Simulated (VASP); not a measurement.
HfN, 2 atoms in the cell. Symmetry: Cm, No. 8, monoclinic system. Conventional cell: a = 4.468 Å, b = 4.468 Å, c = 3.159 Å, α = 90.00°, β = 135.00°, γ = 90.00°. Hf (site symmetry m) has 6 N at 2.14 to 2.33 Å within 2.8 Å. N (site symmetry m) has 6 Hf at 2.14 to 2.33 Å within 2.8 Å.  This cell differs from its parent crystal: atoms displaced along a vibrational mode.

* Program: VASP 6.6.1
* Task: single point
* Functional: LDA
* Potentials or basis: VASP PAW LDA potentials, release 64 (Hf_pv, N)
* Cutoff: 520 eV
* k mesh: 18 × 18 × 18
* Occupations: gaussian, width 0.15 eV
* Spin: no spin polarisation
* Dipole correction: no
* Further INCAR settings: ALGO = Normal; EDIFF = 1e-06; NBANDS = 14

Potentials or basis: VASP PAW LDA potentials, release 64 (Hf_pv, N).

Command:

```bash
$ cat potpaw_LDA.64/Hf_pv/POTCAR potpaw_LDA.64/N/POTCAR > POTCAR
$ mpirun -np 1 vasp_std > vasp.out
```

Hardware: 1 thread of Intel(R) Xeon(R) Platinum 8488C (Sapphire Rapids), with other jobs on the host.

Q: How long does it take, and how much memory?

A: Wall time 3.3 min on 1 thread of Intel(R) Xeon(R) Platinum 8488C (Sapphire Rapids), on a shared host, peak memory 0.57 GiB. Counts: scf iterations 12, k points 1550.
